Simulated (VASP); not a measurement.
SiSn2Ge3: single point with PBE

SiSn2Ge3:

```
Si Sn Ge
1.0
     5.53411    0.00000    0.00000
    -2.76705    4.79268    0.00000
     0.00000    0.00000    5.55976
Si Sn Ge
1 2 3
Direct
  0.00000 0.00000 0.66525
  0.66667 0.33333 0.00785
  0.33333 0.66667 0.00785
  0.50000 0.50000 0.50423
  0.50000 0.00000 0.50423
  0.00000 0.50000 0.50423
```

```json
{
 "Program": "VASP 6.6.1",
 "Task": "single point",
 "Functional": "PBE",
 "Potentials or basis": "VASP PAW PBE potentials, release 64 (Si, Sn_d, Ge_d)",
 "Cutoff": "520 eV",
 "k mesh": "12 × 12 × 8",
 "Occupations": "gaussian, width 0.1 eV",
 "Spin": "no spin polarisation",
 "Dipole correction": "no",
 "Further INCAR settings": "ALGO = Normal; EDIFF = 1e-06; NBANDS = 46"
}
```

```yaml
Pressure: 0.0 GPa
Largest_force: 0.004 eV/Å
Band_gap_on_the_k_mesh: zero (band 37 reaches 6.91 eV, above the bottom of band 38 at 5.59 eV)
```

Forces on the atoms (eV/Å):
```
Si   0.000  0.000  0.004
Sn   0.000  0.000  0.000
Sn   0.000  0.000  0.000
Ge   0.000  0.000 -0.002
Ge   0.000  0.000 -0.002
Ge   0.000  0.000 -0.002
```

Levels at points of the mesh, in eV from the Fermi level:
```
           k point  band 33  band 34  band 35  band 36  band 37  band 38  band 39  band 40  band 41  band 42
(0.00, 0.00, 0.00)    -4.17    -4.08    -2.39    -0.49    -0.49     0.68     0.73     0.73     0.86     2.20
(0.50, 0.00, 0.00)    -2.95    -1.62    -1.25    -1.08    -0.86     0.19     0.26     0.60     1.73     2.31
(0.00, 0.00, 0.50)    -4.01    -4.01    -2.47    -2.47    -0.61     0.08     0.53     0.53     1.42     4.24
(0.50, 0.00, 0.50)    -2.73    -0.61    -0.56    -0.14     0.55     0.86     1.30     1.60     1.86     2.47
```

Wall time 13 min on 1 thread of Oxide Virtual Turin-like Processor, with other jobs on the host, peak memory 0.6 GiB.

Caveat: spin-orbit coupling is left out, which moves the levels of the heavy elements.
